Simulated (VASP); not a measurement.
PtSe2: single point with PBE+D3(BJ)

PtSe2, a slab with vacuum:

```
Se Pt
1.0
     3.70704    0.00000    0.00000
    -1.85352    3.21039    0.00000
     0.00000    0.00000   22.79816
Se Pt
4 2
Direct
  0.66667 0.33333 0.19738
  0.33333 0.66667 0.31358
  0.00000 0.00000 0.47412
  0.66667 0.33333 0.59032
  0.00000 0.00000 0.25548
  0.33333 0.66667 0.53222
```

```json
{
 "Program": "VASP 6.6.1",
 "Task": "single point",
 "Functional": "PBE",
 "Dispersion": "D3(BJ)",
 "Potentials or basis": "VASP PAW PBE potentials, release 64 (Se, Pt)",
 "Cutoff": "520 eV",
 "k mesh": "9 × 9 × 1",
 "Occupations": "gaussian, width 0.05 eV",
 "Spin": "no spin polarisation",
 "Dipole correction": "yes",
 "Further INCAR settings": "ALGO = Normal; EDIFF = 1e-06; NBANDS = 31"
}
```

```
Largest force              : 0.087 eV/Å
Band gap on the k mesh     : 1.09 eV (least direct gap 1.29 eV)
Dispersion energy per atom : -0.340 eV
```

Forces in eV/Å, atoms in the order of the input:
```
Se   0.000  0.000  0.001
Se   0.000  0.000  0.087
Se   0.000  0.000 -0.087
Se   0.000  0.000 -0.001
Pt   0.000  0.000  0.061
Pt   0.000  0.000 -0.061
```

Levels at points of the mesh, in eV from the valence-band top:
| k point | band 19 | band 20 | band 21 | band 22 | band 23 | band 24 | band 25 | band 26 |
| --- | --- | --- | --- | --- | --- | --- | --- | --- |
| (0.00, 0.00, 0.00) | -0.16 | -0.16 | -0.13 | -0.13 | 2.79 | 2.79 | 2.83 | 2.83 |

Wall time 6 min on 1 thread of Intel(R) Xeon(R) Platinum 8375C CPU @ 2.90GHz (Ice Lake), with other jobs on the host, peak memory 0.4 GiB.

Caveat: spin-orbit coupling is left out, which moves the levels of the heavy elements.
